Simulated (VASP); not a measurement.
# TiO2 (Cmm2) in VASP: further runs, part 2 of 2

VASP 6.6.1. Earlier steps stand in the parts before.

**3. Single point, PBEsol (atom 1 (Ti) moved +0.225 Å along Cartesian [0 0 1])**

The input, INCAR:

```
SYSTEM = TiO2
ALGO = Normal
EDIFF = 1E-7
ENCUT = 520
GGA = PS
ISIF = 2
ISMEAR = 0
LASPH = .True.
LCHARG = .True.
LELF = .True.
LREAL = .False.
LVHAR = .True.
LWAVE = .False.
NBANDS = 33
NELM = 80
PREC = Accurate
SIGMA = 0.05
```

The input, KPOINTS:

```
k-points
0
Gamma
  6 6 10
  0 0 0
```

The input, POSCAR:

```
TiO2
1.0
    4.5912476203      0.0000000000      0.0000000000
    0.0000000000      4.5912476203      0.0000000000
    0.0000000000      0.0000000000      2.9389940195
Ti O
2 4
Direct
    0.0000000000      0.0000000000      0.0765568077
    0.5000000000      0.5000000000      0.5000000000
    0.3044387440      0.3044387440      0.0000000000
    0.1955612560      0.8044387440      0.5000000000
    0.6955612560      0.6955612560      0.0000000000
    0.8044387440      0.1955612560      0.5000000000
```

Potentials or basis: VASP PAW PBE potentials, release 64 (Ti_sv, O).

Launch:

```sh
cat potpaw_PBE.64/Ti_sv/POTCAR potpaw_PBE.64/O/POTCAR > POTCAR
mpirun -np 1 vasp_std > vasp.out
```

OUTCAR:

```text
SYSTEM = TiO2
   EDIFF = 1E-7
   ENCUT = 520
   GGA = PS
   ISIF = 2
   ISMEAR = 0
   LASPH = .True.
   LREAL = .False.
   NELM = 80
   PREC = Accurate

 ion  position               nearest neighbor table
   1  0.000  0.000  0.077-   4 1.78   6 1.78   5 1.99   3 1.99   4 2.12   6 2.12
   2  0.500  0.500  0.500-   3 1.94   5 1.94   3 1.94   5 1.94   4 1.98   6 1.98
   3  0.304  0.304  0.000-   2 1.94   2 1.94   1 1.99
   4  0.196  0.804  0.500-   1 1.78   2 1.98   1 2.12
   5  0.696  0.696  0.000-   2 1.94   2 1.94   1 1.99
   6  0.804  0.196  0.500-   1 1.78   2 1.98   1 2.12

  LATTYP: Found a simple tetragonal cell.
 ALAT       =     4.5912476203
 C/A-ratio  =     0.6401297126

  Lattice vectors:

 A1 = (   4.5912476203,   0.0000000000,   0.0000000000)
 A2 = (   0.0000000000,   4.5912476203,   0.0000000000)
 A3 = (   0.0000000000,   0.0000000000,   2.9389940195)

Analysis of symmetry for initial positions (statically):
=====================================================================
 Subroutine PRICEL returns:
[... 181 lines left out ...]

 val. band max:        4.6775299980   @ k =   0.0000   0.0000   0.0000
 cond. band min:       6.7437221945   @ k =   0.5000   0.5000   0.0000
 fundamental gap:      2.0661921965
 Fermi energy:         4.9744676454

 k-point     1 :       0.0000    0.0000    0.0000
  band No.  band energies     occupation
      1     -51.8440      2.00000
      2     -51.5063      2.00000
      3     -28.2390      2.00000
      4     -28.2181      2.00000
      5     -28.0385      2.00000
      6     -27.9534      2.00000
[... 853 lines left out ...]
     32      10.9288      0.00000
     33      11.3122      0.00000

 [... further k-points ...]

------------------------ aborting loop because EDIFF is reached ----------------------------------------

  FORCE on cell =-STRESS in cart. coord.  units (eV):
  Direction    XX          YY          ZZ          XY          YZ          ZX
  --------------------------------------------------------------------------------------
  -------------------------------------------------------------------------------------
  Total        1.4991187      1.4991187      2.3270358     -1.4716143      0.0000000      0.0000000
  in kB       38.7691670     38.7691670     60.1801842    -38.0578670      0.0000000      0.0000000
  external PRESSURE =      45.9061727 kB  Pullay stress =       0.0000000 kB

 VOLUME and BASIS-vectors are now :
 -----------------------------------------------------------------------------
  energy-cutoff  :      520.00
  volume of cell :       61.95
      direct lattice vectors                 reciprocal lattice vectors
     4.591247620  0.000000000  0.000000000     0.217805721  0.000000000  0.000000000
     0.000000000  4.591247620  0.000000000     0.000000000  0.217805721  0.000000000
     0.000000000  0.000000000  2.938994019     0.000000000  0.000000000  0.340252479

 POSITION                                       TOTAL-FORCE (eV/Angst)
 -----------------------------------------------------------------------------------
      0.00000      0.00000      0.22500         0.000000      0.000000     -1.535727
      2.29562      2.29562      1.46950         0.000000      0.000000      0.091543
      1.39775      1.39775      0.00000         0.016488      0.016488      0.024515
      0.89787      3.69338      1.46950         0.556308     -0.556308      0.697578
      3.19349      3.19349      0.00000        -0.016488     -0.016488      0.024515
      3.69338      0.89787      1.46950        -0.556308      0.556308      0.697578
 -----------------------------------------------------------------------------------
    total drift:                               -0.000000     -0.000000     -0.000173

  FREE ENERGIE OF THE ION-ELECTRON SYSTEM (eV)
  ---------------------------------------------------
  free  energy   TOTEN  =       -55.9943438347 eV

  energy  without entropy=      -55.9943438347  energy(sigma->0) =      -55.99434383
```

OSZICAR:

```text
N       E                     dE             d eps       ncg     rms          rms(c)
DAV:   1     0.642470904478E+03    0.64247E+03   -0.23350E+04  5148   0.171E+03
DAV:   2     0.250910660198E+02   -0.61738E+03   -0.57104E+03  5542   0.515E+02
DAV:   3    -0.668573436642E+02   -0.91948E+02   -0.90253E+02  7033   0.187E+02
DAV:   4    -0.718178631413E+02   -0.49605E+01   -0.49483E+01  7513   0.414E+01
DAV:   5    -0.720010930884E+02   -0.18323E+00   -0.18320E+00  6760   0.675E+00    0.329E+01
DAV:   6    -0.563285709263E+02    0.15673E+02   -0.68357E+01  6968   0.891E+01    0.112E+01
DAV:   7    -0.562644082419E+02    0.64163E-01   -0.12887E+01  6982   0.325E+01    0.100E+01
DAV:   8    -0.559818072275E+02    0.28260E+00   -0.79372E-01  6567   0.100E+01    0.465E+00
DAV:   9    -0.560196047108E+02   -0.37797E-01   -0.42857E-01  7554   0.565E+00    0.178E+00
DAV:  10    -0.560029220996E+02    0.16683E-01   -0.73699E-02  7497   0.332E+00    0.102E+00
DAV:  11    -0.559958974941E+02    0.70246E-02   -0.28596E-02  6730   0.230E+00    0.344E-01
DAV:  12    -0.559943695630E+02    0.15279E-02   -0.76452E-03  7448   0.797E-01    0.670E-02
DAV:  13    -0.559943764495E+02   -0.68865E-05   -0.50144E-04  6910   0.210E-01    0.615E-02
DAV:  14    -0.559943418893E+02    0.34560E-04   -0.12302E-04  6005   0.137E-01    0.935E-03
DAV:  15    -0.559943434218E+02   -0.15325E-05   -0.15358E-05  8129   0.317E-02    0.456E-03
DAV:  16    -0.559943451159E+02   -0.16942E-05   -0.39564E-06  6826   0.236E-02    0.110E-02
DAV:  17    -0.559943437728E+02    0.13431E-05   -0.30060E-06  6578   0.219E-02    0.785E-04
DAV:  18    -0.559943438347E+02   -0.61940E-07   -0.17588E-07  4512   0.285E-03
   1 F= -.55994344E+02 E0= -.55994344E+02  d E =-.377622E-19
```

It took 69 s on 1 thread of Intel Xeon 6975P-C (Granite Rapids), shared host; peak memory 0.25 GiB.

What came out:

- Free energy: -55.9943 eV
- Pressure: 4.6 GPa
- Largest force: 1.536 eV/Å
- Band gap on the k mesh: 2.07 eV (least direct gap 2.18 eV)

Forces in eV/Å, atoms in the order of the input:
```
Ti   0.000  0.000 -1.536
Ti   0.000  0.000  0.092
O    0.016  0.016  0.025
O    0.556 -0.556  0.698
O   -0.016 -0.016  0.025
O   -0.556  0.556  0.698
```

Caveat: the cell differs from its parent crystal (atom 1 (Ti) moved +0.225 Å along Cartesian [0 0 1]); the cell stands under pressure; the PAW data sets were made with another functional, which shifts forces and pressure a little. A k mesh can miss the band edges.
